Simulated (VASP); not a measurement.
Set up this calculation in VASP 6.6.1, as the native input.

```
Task                   : single point
Functional             : PBEsol
Potentials or basis    : VASP PAW PBE potentials, release 64 (Al, N)
Cutoff                 : 520 eV
k mesh                 : 11 × 11 × 6
Occupations            : fermi-dirac, width 0.02 eV
Spin                   : no spin polarisation
Dipole correction      : no
Further INCAR settings : ALGO = Normal; EDIFF = 1e-07; NBANDS = 16
```

The structure of AlN lies in POSCAR:

```
AlN
1.0
    3.0901223134      0.0000000000      0.0000000000
   -1.5450611567      2.6761244242      0.0000000000
    0.0000000000      0.0000000000      4.9445895974
Al N
2 2
Direct
    0.3333333333      0.6666666667      0.0000000000
    0.6666666667      0.3333333333      0.5000000000
    0.3333333333      0.6666666667      0.3850000000
    0.6666666667      0.3333333333      0.8850000000
```

The input as run:

INCAR

```
SYSTEM = AlN
  PREC = Accurate
  ENCUT = 520
  EDIFF = 1E-7
  ISMEAR = -1
  SIGMA = 0.02
  LREAL = .FALSE.
  LASPH = .TRUE.
  NELM = 60
  ALGO = Normal
  ISIF = 2
  LWAVE = .FALSE.
  LCHARG = .FALSE.
  GGA = PS
  NBANDS = 16
```

KPOINTS

```
regular mesh
0
G
  11 11 6
  0 0 0
```

Potentials or basis: VASP PAW PBE potentials, release 64 (Al, N).

Command:

```sh
$ cat potpaw_PBE.64/Al/POTCAR potpaw_PBE.64/N/POTCAR > POTCAR
$ mpirun -np 1 vasp_std > vasp.out
```

It gave:

```json
{"Pressure": "4.9 GPa", "Largest force": "0.179 eV/Å", "Band gap on the k mesh": "4.27 eV"}
```

Caveat: the cell stands under pressure; the PAW data sets were made with another functional, which shifts forces and pressure a little; an odd mesh through Γ misses points on the zone boundary, where band edges can lie.

It took 43 s on 1 thread of Intel Xeon 8259CL, on a shared host, peak memory 0.17 GiB.
